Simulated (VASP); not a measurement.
# SbBr (P6_3/mmc) in VASP: notebook

SbBr is run at these levels: PBE; tasks: single point, relaxation of cell and atoms.

Program: VASP 6.6.1. These are calculated values, not measurements. Logs are shortened: lines on timing, memory, paths and dates and some standing lists are left out, and cuts for length are marked.

## (1) The cell of the first run

It takes space group P6_3/mmc (No. 194, hexagonal). The conventional cell has a = 4.010 Å, b = 4.010 Å, c = 7.486 Å, α = 90.00°, β = 90.00°, γ = 120.00°. Within 3.9 Å of Sb (site symmetry -6m2) lie 6 Br at 2.98 Å. Within 3.9 Å of Br (site symmetry -3m) lie 6 Sb at 2.98 Å and 2 Br at 3.74 Å.

## (2) Single point, PBE

The input, INCAR:

```
SYSTEM = SbBr
ALGO = Normal
EDIFF = 1E-7
ENCUT = 520
GGA = PE
ISIF = 2
ISMEAR = 0
LASPH = .True.
LCHARG = .False.
LREAL = .False.
LWAVE = .False.
NBANDS = 20
NELM = 80
PREC = Accurate
SIGMA = 0.1
```

The input, KPOINTS:

```
k-points
0
Gamma
  6 6 2
  0 0 0
```

The input, POSCAR:

```
SbBr
1.0
    4.0104730600      0.0000000000      0.0000000000
   -2.0052365300      3.4731715500      0.0000000000
    0.0000000000      0.0000000000      7.4856758600
Sb Br
2 2
Direct
    0.3333333300      0.6666666700      0.2500000000
    0.6666666700      0.3333333300      0.7500000000
    0.0000000000      0.0000000000      0.0000000000
    0.0000000000      0.0000000000      0.5000000000
```

Potentials or basis: VASP PAW PBE potentials, release 64 (Sb, Br).

Launch:

```
$ cat potpaw_PBE.64/Sb/POTCAR potpaw_PBE.64/Br/POTCAR > POTCAR
$ mpirun -np 1 vasp_std > vasp.out
```

OUTCAR:

```text
SYSTEM = SbBr
   EDIFF = 1E-7
   ENCUT = 520
   GGA = PE
   ISIF = 2
   ISMEAR = 0
   LASPH = .True.
   LREAL = .False.
   NELM = 80
   PREC = Accurate

 ion  position               nearest neighbor table
   1  0.333  0.667  0.250-   3 2.98   4 2.98   3 2.98   4 2.98   3 2.98   4 2.98
   2  0.667  0.333  0.750-   3 2.98   4 2.98   3 2.98   4 2.98   3 2.98   4 2.98
   3  0.000  0.000  0.000-   1 2.98   2 2.98   1 2.98   2 2.98   2 2.98   1 2.98
   4  0.000  0.000  0.500-   1 2.98   2 2.98   1 2.98   2 2.98   2 2.98   1 2.98

  LATTYP: Found a hexagonal cell.
 ALAT       =     4.0104730600
 C/A-ratio  =     1.8665318899

  Lattice vectors:

 A1 = (   4.0104730600,   0.0000000000,   0.0000000000)
 A2 = (  -2.0052365300,   3.4731715500,   0.0000000000)
 A3 = (   0.0000000000,   0.0000000000,   7.4856758600)

Analysis of symmetry for initial positions (statically):
=====================================================================
 Subroutine PRICEL returns:
 Original cell was already a primitive cell.

 Routine SETGRP: Setting up the symmetry group for a
 hexagonal supercell.

 Subroutine GETGRP returns: Found 24 space group operations
 (whereof 12 operations were pure point group operations)
 out of a pool of 24 trial point group operations.

The static configuration has the point symmetry D_3d.
 The point group associated with its full space group is D_6h.

Analysis of symmetry for dynamics (positions and initial velocities):
=====================================================================
 Subroutine PRICEL returns:
 Original cell was already a primitive cell.

 Routine SETGRP: Setting up the symmetry group for a
 hexagonal supercell.

 Subroutine GETGRP returns: Found 24 space group operations
 (whereof 12 operations were pure point group operations)
 out of a pool of 24 trial point group operations.

The dynamic configuration has the point symmetry D_3d.
 The point group associated with its full space group is D_6h.

 Subroutine INISYM returns: Found 24 space group operations
 (whereof 12 operations are pure point group operations),
 and found     1 'primitive' translations

----------------------------------------------------------------------------------------

[... 81 lines left out ...]
   LSORBIT =      F    spin-orbit coupling
   LASPH  =      T    aspherical Exc in radial PAW
   ENCUT  =  520.0 eV  38.22 Ry    6.18 a.u.   7.46  7.46 13.92*2*pi/ulx,y,z
   NELM   =     80;   NELMIN=  2; NELMDL= -5     # of ELM steps
   EDIFF  = 0.1E-06   stopping-criterion for ELM
   LREAL  =      F    real-space projection
   EDIFFG = 0.1E-05   stopping-criterion for IOM
   NSW    =      0    number of steps for IOM
   IBRION =     -1    ionic relax: 0-MD 1-quasi-New 2-CG
   NFREE  =      0    steps in history (QN), initial steepest desc. (CG)
   ISIF   =      2    stress and relaxation
   ISYM   =      2    0-nonsym 1-usesym 2-fastsym
   POTIM  = 0.5000    time-step for ionic-motion
   TEBEG  =    0.0;   TEEND  =   0.0 temperature during run
   PSTRESS=    0.0 pullay stress
   NELECT =      24.0000    total number of electrons
   NUPDOWN=      -1.0000    fix difference up-down
   EMIN   =  10.00;   EMAX   =-10.00  energy-range for DOS
   EFERMI =   0.00;   METHOD = LEGACY
   ISMEAR =     0;   SIGMA  =   0.10  broadening in eV -4-tet -1-fermi 0-gaus
   EFERMI_NEDOS =   21; number of points for ismear=-14 and -15
   IALGO  =     38    algorithm
   IMIX   =      4    mixing-type and parameters
     AMIX     =   0.40;   BMIX     =  1.00
     AMIX_MAG =   1.60;   BMIX_MAG =  1.00
  volume/ion in A,a.u.               =      26.07       175.91
  Fermi-wavevector in a.u.,A,eV,Ry     =   1.003293  1.895948 13.695572  1.006596
  Thomas-Fermi vector in A             =   2.135835
   LORBIT       =      0    0 simple, 1 ext, 2 COOP (PROOUT), +10 PAW based schemes
   GGA     = PE    functional components
   LHFCALC =     F    Hartree Fock is set to
   AEXX    =    0.0000 exact exchange contribution
   IVDW    =     0    specifies the selected vdW correction
   LEPSILON=     F    determine dielectric tensor
   LRPA    =     F    only Hartree local field effects (RPA)
 non-spin polarized calculation
 Gauss-broadening in eV      SIGMA  =   0.10
  energy-cutoff  :      520.00
  volume of cell :      104.27
 maximum number of plane-waves:      2848
 NGX is ok and might be reduce to    30
   NGX = 15   NGY = 15   NGZ = 27

 number of electron      23.9999996 magnetization

 Free energy of the ion-electron system (eV)
  ---------------------------------------------------
  ext. energy  EPLUGINS =         0.00000000
  ---------------------------------------------------
  free energy    TOTEN  =        -9.72815510 eV

  energy without entropy =       -9.70706575  energy(sigma->0) =       -9.71761043

 E-fermi :   6.7823     XC(G=0):  -9.7893

 val. band max:        6.7518691247   @ k =   0.3333   0.3333   0.0000
 cond. band min:       6.8164984144   @ k =   0.3333   0.1667   0.0000
 fundamental gap:      0.0646292897
 Fermi energy:         6.7823135940

 k-point     1 :       0.0000    0.0000    0.0000
  band No.  band energies     occupation
      1     -10.7644      2.00000
      2     -10.1913      2.00000
      3      -4.2105      2.00000
      4      -1.8441      2.00000
      5       1.6337      2.00000
      6       2.1798      2.00000
[... 311 lines left out ...]
     19      14.6964      0.00000
     20      14.6964      0.00000

------------------------ aborting loop because EDIFF is reached ----------------------------------------

  FORCE on cell =-STRESS in cart. coord.  units (eV):
  Direction    XX          YY          ZZ          XY          YZ          ZX
  --------------------------------------------------------------------------------------
  -------------------------------------------------------------------------------------
  Total        3.9054274      3.9054274      9.4995261     -0.0000000     -0.0000000     -0.0000000
  in kB       60.0103686     60.0103686    145.9686747     -0.0000000     -0.0000000     -0.0000000
  external PRESSURE =      88.6631373 kB  Pullay stress =       0.0000000 kB

 VOLUME and BASIS-vectors are now :
 -----------------------------------------------------------------------------
  energy-cutoff  :      520.00
  volume of cell :      104.27
      direct lattice vectors                 reciprocal lattice vectors
     4.010473060  0.000000000  0.000000000     0.249347143  0.143960640  0.000000000
    -2.005236530  3.473171550  0.000000000     0.000000000  0.287921280  0.000000000
     0.000000000  0.000000000  7.485675860     0.000000000  0.000000000  0.133588472

 POSITION                                       TOTAL-FORCE (eV/Angst)
 -----------------------------------------------------------------------------------
     -0.00000      2.31545      1.87142         0.000000     -0.000000      0.000000
      2.00524      1.15772      5.61426        -0.000000      0.000000      0.000000
      0.00000      0.00000      0.00000        -0.000000      0.000000      0.000000
      0.00000      0.00000      3.74284        -0.000000      0.000000      0.000000
 -----------------------------------------------------------------------------------
    total drift:                               -0.000005      0.000003      0.000000

  FREE ENERGIE OF THE ION-ELECTRON SYSTEM (eV)
  ---------------------------------------------------
  free  energy   TOTEN  =        -9.7281551008 eV

  energy  without entropy=       -9.7070657548  energy(sigma->0) =       -9.71761043
```

OSZICAR:

```text
N       E                     dE             d eps       ncg     rms          rms(c)
DAV:   1     0.137700695090E+03    0.13770E+03   -0.93426E+03   560   0.101E+03
DAV:   2     0.125397655226E+01   -0.13645E+03   -0.13287E+03   756   0.178E+02
DAV:   3    -0.961486075375E+01   -0.10869E+02   -0.10764E+02   696   0.548E+01
DAV:   4    -0.972845571646E+01   -0.11359E+00   -0.11352E+00   624   0.675E+00
DAV:   5    -0.972955240395E+01   -0.10967E-02   -0.10966E-02   664   0.713E-01    0.174E+01
DAV:   6    -0.972221130139E+01    0.73411E-02   -0.26755E-02   648   0.809E-01    0.104E+01
DAV:   7    -0.972850841217E+01   -0.62971E-02   -0.17245E-02   664   0.665E-01    0.152E-01
DAV:   8    -0.972805110667E+01    0.45731E-03   -0.21152E-03   640   0.250E-01    0.876E-02
DAV:   9    -0.972813867260E+01   -0.87566E-04   -0.26266E-04   628   0.868E-02    0.887E-02
DAV:  10    -0.972815296853E+01   -0.14296E-04   -0.12176E-05   648   0.210E-02    0.997E-03
DAV:  11    -0.972815489837E+01   -0.19298E-05   -0.28597E-06   620   0.107E-02    0.896E-03
DAV:  12    -0.972815506189E+01   -0.16352E-06   -0.29921E-07   632   0.325E-03    0.530E-04
DAV:  13    -0.972815510077E+01   -0.38884E-07   -0.46234E-08   376   0.120E-03
   1 F= -.97281551E+01 E0= -.97176104E+01  d E =-.210893E-01
```

Wall time 23 s (1 thread of AMD EPYC 7R43 (Zen 3), shared host); peak memory 0.18 GiB.

Results:

| Item | Value |
| --- | --- |
| Free energy | -9.7282 eV |
| Pressure | 8.9 GPa |
| Band gap on the k mesh | zero (band 12 reaches 7.46 eV, above the bottom of band 13 at 6.26 eV) |

Stress tensor (GPa, compression positive):
```
 6.00  0.00  0.00
 0.00  6.00  0.00
 0.00  0.00 14.60
```

Caveat: the k points lie up to 0.42 Å⁻¹ apart; spin-orbit coupling is left out, which moves the levels of the heavy elements.

## (3) Single point, PBE

This run uses another cell than the first one, of 26.86 Å³/atom, 1.030 times its volume.

The input, INCAR:

```
SYSTEM = SbBr
PREC = Accurate ; ENCUT = 520
EDIFF = 1E-6 ; ISMEAR = 0
SIGMA = 0.1 ; LREAL = .False.
LASPH = .True. ; NELM = 100
ALGO = Normal ; ISIF = 2
LWAVE = .False. ; LCHARG = .False.
GGA = PE ; NBANDS = 20
```

The input, KPOINTS:

```
regular mesh
0
Gamma
  6 6 2
  0 0 0
```

The input, POSCAR:

```
SbBr
1.0
    3.5253406936      0.0000000000      0.0000000000
   -1.7626703468      3.0530345976      0.0000000000
    0.0000000000      0.0000000000      9.9817105237
Sb Br
2 2
Direct
    0.3333333333      0.6666666667      0.2500000000
    0.6666666667      0.3333333333      0.7500000000
    0.0000000000      0.0000000000      0.0000000000
    0.0000000000      0.0000000000      0.5000000000
```

Potentials or basis: VASP PAW PBE potentials, release 64 (Sb, Br).

Launch:

```
$ cat potpaw_PBE.64/Sb/POTCAR potpaw_PBE.64/Br/POTCAR > POTCAR
$ mpirun -np 1 vasp_std > vasp.out
```

Run time: 26 s. Hardware: 1 thread of AMD EPYC 7R43 (Zen 3), shared host; peak memory 0.21 GiB.

It converged, with:

```yaml
Free_energy: -11.3338 eV
Pressure: -0.3 GPa
Band_gap_on_the_k_mesh: zero (band 12 reaches 8.70 eV, above the bottom of band 13 at 4.20 eV)
```

Levels at points of the mesh, in eV from the Fermi level:
```csv
k point,band 9,band 10,band 11,band 12,band 13,band 14,band 15,band 16
"(0.00, 0.00, 0.00)",-1.49,-1.49,-1.00,2.89,3.25,3.25,3.70,3.70
"(0.50, 0.00, 0.00)",-3.59,-2.65,-2.33,-0.69,-0.46,1.17,2.21,2.46
"(0.00, 0.00, 0.50)",-1.53,-1.53,1.32,1.32,3.47,3.47,3.47,3.47
"(0.50, 0.00, 0.50)",-2.50,-2.50,-1.72,-1.72,0.92,0.92,1.67,1.67
```

Caveat: spin-orbit coupling is left out, which moves the levels of the heavy elements.

## (4) Relaxation of cell and atoms, PBE

The input, INCAR:

```
ALGO = Normal
EDIFF = 1E-7
EDIFFG = -0.04
ENCUT = 600
GGA = PE
IBRION = 2
ISIF = 3
ISMEAR = 0
LASPH = True
LCHARG = False
LREAL = False
LWAVE = False
NELM = 80
NSW = 90
PREC = Accurate
SIGMA = 0.1
```

The input, KPOINTS:

```
k-points
0
Gamma
  6 6 2
```

The input, POSCAR:

```
SbBr
1.0
    4.0104730600      0.0000000000      0.0000000000
   -2.0052365300      3.4731715500      0.0000000000
    0.0000000000      0.0000000000      7.4856758600
Sb Br
2 2
Direct
    0.3333333300      0.6666666700      0.2500000000
    0.6666666700      0.3333333300      0.7500000000
    0.0000000000      0.0000000000      0.0000000000
    0.0000000000      0.0000000000      0.5000000000
```

Launch:

```
$ cat potpaw_PBE.64/Sb/POTCAR potpaw_PBE.64/Br/POTCAR > POTCAR
$ mpirun -np 1 vasp_std > vasp.out
```

Wall time 5.5 min (1 thread of AMD EPYC 7R43 (Zen 3), shared host); peak memory 0.22 GiB.

Results (log left out):

```yaml
Free_energy: -11.3326 eV
Relaxed_volume: 26.70 Å³/atom
Relaxed_cell: a = 3.518 Å, b = 3.518 Å, c = 9.965 Å, α = 90.00°, β = 90.00°, γ = 120.00°
Space_group_after_relaxing_to_0.05_Å: P6_3/mmc (No. 194)
Energy_gained_by_relaxing: 401.1 meV/atom
Ionic_steps: 15
Pressure_after_relaxing: 0.0 GPa
Band_gap_on_the_k_mesh: zero (band 12 reaches 8.80 eV, above the bottom of band 13 at 4.26 eV)
```

The path:
```csv
step,energy change (eV),largest force (eV/Å),pressure (GPa),volume (Å³)
1,0.0000,0.0000,8.86,104.27
2,-0.5607,0.0000,-1.89,127.41
3,-0.5717,0.0000,-0.97,124.06
4,-0.7029,0.0000,-1.17,122.79
5,-1.1423,0.0000,-1.68,117.89
6,-1.2789,0.0000,1.62,104.03
7,-1.4654,0.0000,-1.95,113.70
8,-1.5839,0.0000,-1.09,109.11
9,-1.5868,0.0000,-1.48,110.44
10,-1.5892,0.0000,-1.39,110.08
11,-1.5566,0.0000,2.86,101.32
12,-1.6036,0.0000,-0.06,106.85
13,-1.6036,0.0000,-0.03,106.79
14,-1.6039,0.0000,0.05,106.78
15,-1.6043,0.0000,0.01,106.78
```

Final structure:
```yaml
crystal:
  lattice:
    - [3.51756, 0.00000, 0.00000]
    - [-1.75878, 3.04630, 0.00000]
    - [0.00000, 0.00000, 9.96533]
  atoms:
    - { symbol: Sb, position: [0.33333, 0.66667, 0.25000] }
    - { symbol: Sb, position: [0.66667, 0.33333, 0.75000] }
    - { symbol: Br, position: [0.00000, 0.00000, 0.00000] }
    - { symbol: Br, position: [0.00000, 0.00000, 0.50000] }
```

Levels at points of the mesh, in eV from the Fermi level:
| k point | band 9 | band 10 | band 11 | band 12 | band 13 | band 14 | band 15 | band 16 |
| --- | --- | --- | --- | --- | --- | --- | --- | --- |
| (0.00, 0.00, 0.00) | -1.49 | -1.49 | -1.00 | 2.92 | 3.28 | 3.28 | 3.74 | 3.74 |
| (0.50, 0.00, 0.00) | -3.60 | -2.67 | -2.34 | -0.70 | -0.46 | 1.18 | 2.23 | 2.48 |
| (0.00, 0.00, 0.50) | -1.54 | -1.54 | 1.34 | 1.34 | 3.50 | 3.50 | 3.50 | 3.50 |
| (0.50, 0.00, 0.50) | -2.52 | -2.52 | -1.73 | -1.73 | 0.92 | 0.92 | 1.68 | 1.68 |

Caveat: the k points lie up to 0.34 Å⁻¹ apart in the final cell; spin-orbit coupling is left out, which moves the levels of the heavy elements.

## (5) Overview

```tsv
task	cell	cutoff (eV)	gap on the mesh (eV)	pressure (GPa)
single point	a = 4.010, b = 4.010, c = 7.486 Å, angles 90.0, 90.0, 120.0°, 4 atoms	520	none	8.9
single point	a = 3.525, b = 3.525, c = 9.982 Å, angles 90.0, 90.0, 120.0°, 4 atoms	520	none	-0.3
relaxation of cell and atoms	relaxed from a = 4.010, b = 4.010, c = 7.486 Å, angles 90.0, 90.0, 120.0°, 4 atoms	600	none	0.0
```

Alike in all rows: level PBE; potentials or basis VASP PAW PBE potentials, release 64 (Sb, Br); no spin polarisation; k mesh 6 × 6 × 2; smearing gaussian 0.1 eV.

Caveats: some runs use coarse meshes; spin-orbit coupling is left out, which moves the levels of the heavy elements.

Absolute energies hang on the potentials; compare differences alone.
